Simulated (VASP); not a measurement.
A run of VASP 6.6.1 is set up as follows.

The input INCAR:

```
  PREC = Accurate
  ENCUT = 600
  EDIFF = 1E-7
  ISMEAR = -1
  SIGMA = 0.08
  LREAL = False
  LASPH = True
  NELM = 100
  ALGO = Normal
  ISIF = 3
  LWAVE = False
  LCHARG = False
  GGA = PE
  IBRION = 2
  NSW = 60
  EDIFFG = -0.005
  PSTRESS = 220.0
```

Contents of KPOINTS:

```
Automatic mesh
0
Gamma
  15 15 13
```

Contents of POSCAR:

```
HfN
1.0
    2.9537371138      0.0000000000      0.0000000000
   -1.4768685569      2.5580113766      0.0000000000
    0.0000000000      0.0000000000      2.8946623715
Hf N
1 1
Direct
    0.0000000000      0.0000000000      0.0000000000
    0.3333333333      0.6666666667      0.5000000000
```

Potentials or basis: VASP PAW PBE potentials, release 64 (Hf_pv, N).

Launch:

```bash
$ cat potpaw_PBE.64/Hf_pv/POTCAR potpaw_PBE.64/N/POTCAR > POTCAR
$ mpirun -np 1 vasp_std > vasp.out
```

**Question.** Estimate the space group after relaxing (to 0.1 Å).

**Answer.** P-6m2 (No. 187).

**Question.** What does it give for the band gap on the k mesh?

**Answer.** Zero (an odd number of electrons rules out a gap without spin polarisation).

Final structure:
```xyz
2
Lattice="3.0062 0.0000 0.0000 -1.5031 2.6034 0.0000 0.0000 0.0000 2.8399" Properties=species:S:1:pos:R:3 pbc="T T T"
Hf    0.0000    0.0000    0.0000
N     0.0000    1.7356    1.4200
```

Caveat: spin-orbit coupling is left out, which moves the levels of the heavy elements.
